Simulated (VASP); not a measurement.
AlAs (zincblende type): single point with LDA

AlAs (zincblende type):

```
CELL_PARAMETERS angstrom
0.00000 2.42518 2.42518
2.42518 0.00000 2.42518
2.42518 2.42518 0.00000
ATOMIC_POSITIONS crystal
Al 0.00000 0.00000 0.00000
As 0.25000 0.25000 0.25000
```

- Program: VASP 6.6.1
- Task: single point
- Functional: LDA
- Potentials or basis: VASP PAW LDA potentials, release 64 (Al, As)
- Cutoff: 500 eV
- k mesh: 11 × 11 × 11
- Occupations: fermi-dirac, width 0.08 eV
- Spin: no spin polarisation

```yaml
Pressure: 85.7 GPa
Band_gap_on_the_k_mesh: 0.26 eV (least direct gap 3.61 eV)
```

Levels at points of the mesh, in eV from the valence-band top:
```csv
k point,band 1,band 2,band 3,band 4,band 5,band 6,band 7,band 8,band 9
"(0.00, 0.00, 0.00)",-15.24,0.00,0.00,0.00,5.11,5.11,5.11,5.91,9.92
```

Wall time 13 s on 1 thread of Intel(R) Xeon(R) Platinum 8259CL CPU @ 2.50GHz (Skylake/Cascade Lake) (shared host), peak memory 0.15 GiB.

Caveat: the cell stands under pressure; semilocal functionals underestimate gaps, and a narrow one can read as zero; an odd mesh through Γ misses points on the zone boundary, where band edges can lie.
